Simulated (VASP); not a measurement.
## KF: single point with PBEsol

The system is KF.

```xyz
2
Lattice="3.2611 0.0847 0.0847 0.0847 3.2611 0.0847 0.0847 0.0847 3.2611" Properties=species:S:1:pos:R:3 pbc="T T T"
K     0.0000    0.0000    0.0000
F     1.7153    1.7153    1.7153
```

This cell differs from its parent crystal: ratio of the length along [111] to the lengths across it x 1.08, volume and fractional coordinates fixed.

```json
{"Program": "VASP 6.6.1", "Task": "single point", "Functional": "PBEsol", "Potentials or basis": "VASP PAW PBE potentials, release 64 (K_sv, F)", "Cutoff": "520 eV", "k mesh": "8 × 8 × 8", "Occupations": "gaussian, width 0.05 eV", "Spin": "no spin polarisation", "Dipole correction": "no", "Further INCAR settings": "ALGO = Normal; EDIFF = 1e-07; NBANDS = 15"}
```

The pressure is -2.2 GPa. The band gap on the k mesh is 6.10 eV (least direct gap 6.13 eV).

Levels at points of the mesh, in eV from the valence-band top:
```csv
k point,band 6,band 7,band 8,band 9,band 10,band 11
"(0.00, 0.00, 0.00)",-0.06,-0.06,-0.03,6.10,8.26,8.26
"(0.50, 0.00, 0.00)",-1.24,-0.23,-0.11,9.21,9.29,10.70
"(0.50, 0.50, 0.00)",-0.65,-0.58,0.00,8.37,8.89,11.85
"(0.50, 0.50, 0.50)",-1.07,-1.04,-1.04,9.93,10.65,10.65
```

It took 29 s on 1 thread of Intel Xeon 8259CL, with other jobs on the host, peak memory 0.16 GiB.

Caveat: the PAW data sets were made with another functional, which shifts forces and pressure a little. A k mesh can miss the band edges.
